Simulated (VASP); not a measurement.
**CuI: vibrations by perturbation theory with PBEsol**

The system is CuI.

```
Cu I
1.0
     2.79057    2.79057    0.00000
    -2.79057    2.79057    0.00000
     0.00000    2.79057    2.79057
Cu I
1 1
Direct
  0.75000 0.25000 0.50000
  0.00000 0.00000 0.00000
```

* Program: VASP 6.6.1
* Task: vibrations by perturbation theory
* Functional: PBEsol
* Potentials or basis: VASP PAW PBE potentials, release 64 (Cu, I)
* Cutoff: 520 eV
* k mesh: 6 × 6 × 6
* Occupations: gaussian, width 0.01 eV
* Spin: no spin polarisation
* Dipole correction: no
* Further INCAR settings: ALGO = Normal; EDIFF = 1e-08; NBANDS = 16; IBRION = 8; NSW = 1

| Quantity | Value |
| --- | --- |
| Highest phonon frequency at Γ, LO-TO splitting left out | 222 cm⁻¹ |

Phonon frequencies in cm⁻¹ (negative: imaginary):
| q point | frequencies |
| --- | --- |
| (0.000, 0.000, 0.000) | 0 0 0 222 222 222 |

It took 5 min on 1 thread of Intel Xeon 8259CL, with other jobs on the host, peak memory 0.24 GiB.

Caveat: the cell stands under pressure or tension, which shifts response properties.
